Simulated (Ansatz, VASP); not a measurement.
## One calculation of MgS, two programs

INCAR

```
  ALGO = Normal
  EDIFF = 1E-6
  ENCUT = 520
  GGA = CA
  ISIF = 2
  ISMEAR = 0
  LASPH = T
  LCHARG = F
  LREAL = F
  LWAVE = F
  NBANDS = 11
  NELM = 80
  PREC = Accurate
  SIGMA = 0.01
```

Contents of KPOINTS:

```
k-points
0
Gamma
  7 7 7
```

POSCAR

```
MgS
1.0
    0.0000000000      2.6016500000      2.6016500000
    2.6016500000      0.0000000000      2.6016500000
    2.6016500000      2.6016500000      0.0000000000
Mg S
1 1
Direct
    0.0000000000      0.0000000000      0.0000000000
    0.5000000000      0.5000000000      0.5000000000
```

Input for Ansatz:

```yaml
crystal:
  lattice:
    - [0.0, 2.60165, 2.60165]
    - [2.60165, 0.0, 2.60165]
    - [2.60165, 2.60165, 0.0]
  atoms:
    - { symbol: Mg, position: [0.0, 0.0, 0.0] }
    - { symbol: S, position: [0.5, 0.5, 0.5] }
accuracy: low
basis:
  ecutwfc: 470.0
kpoints:
  mp_grid:
    grid: [7, 7, 7]
  band_path:
    path:
      - [0.0, 0.0, 0.0]
      - [0.0, -0.012421963730850884, -0.012421963730850884]
      - [0.0, 0.012421963730850884, 0.012421963730850884]
      - [-0.012421963730850884, 0.0, -0.012421963730850884]
      - [0.012421963730850884, 0.0, 0.012421963730850884]
      - [-0.012421963730850884, -0.012421963730850884, 0.0]
      - [0.012421963730850884, 0.012421963730850884, 0.0]
      - [0.012421963730850884, 0.012421963730850884, 0.02484392746170177]
      - [-0.012421963730850884, 0.012421963730850884, 0.0]
      - [0.012421963730850884, -0.012421963730850884, 0.0]
      - [-0.012421963730850884, -0.012421963730850884, -0.02484392746170177]
      - [0.012421963730850884, 0.02484392746170177, 0.012421963730850884]
      - [-0.012421963730850884, 0.0, 0.012421963730850884]
      - [0.012421963730850884, 0.0, -0.012421963730850884]
      - [-0.012421963730850884, -0.02484392746170177, -0.012421963730850884]
      - [0.02484392746170177, 0.012421963730850884, 0.012421963730850884]
      - [0.0, -0.012421963730850884, 0.012421963730850884]
      - [0.0, 0.012421963730850884, -0.012421963730850884]
      - [-0.02484392746170177, -0.012421963730850884, -0.012421963730850884]
    npoints: 1
hamiltonian:
  xc: lda
scf:
  n_extra_bands: 16
  occupations:
    method: fixed
  initial_density:
    normalization: cell
```

Alike in both runs: task single point; functional LDA; k mesh 7 × 7 × 7; no spin polarisation.

|  | VASP | Ansatz |
| --- | --- | --- |
| version | VASP 6.6.1 | Ansatz 0.2.0 |
| potentials or method | VASP PAW LDA potentials, release 64 (Mg, S), cutoff 520 eV | plane waves, PAW |
| occupations | gaussian, width 0.01 eV | fixed |
| valence electrons in the cell | 8 | 16 |

|  | VASP | Ansatz | Ansatz less VASP |
| --- | --- | --- | --- |
| gap on the k mesh at the Fermi level (eV) | 2.77 | 2.77 | +0.001 |

LDA's correlation is that of Perdew and Zunger in VASP and of Perdew and Wang (1992) in Ansatz. VASP's potentials hold 8 valence electrons a cell and Ansatz's 16, so a difference there can come from the potentials and not from the codes.
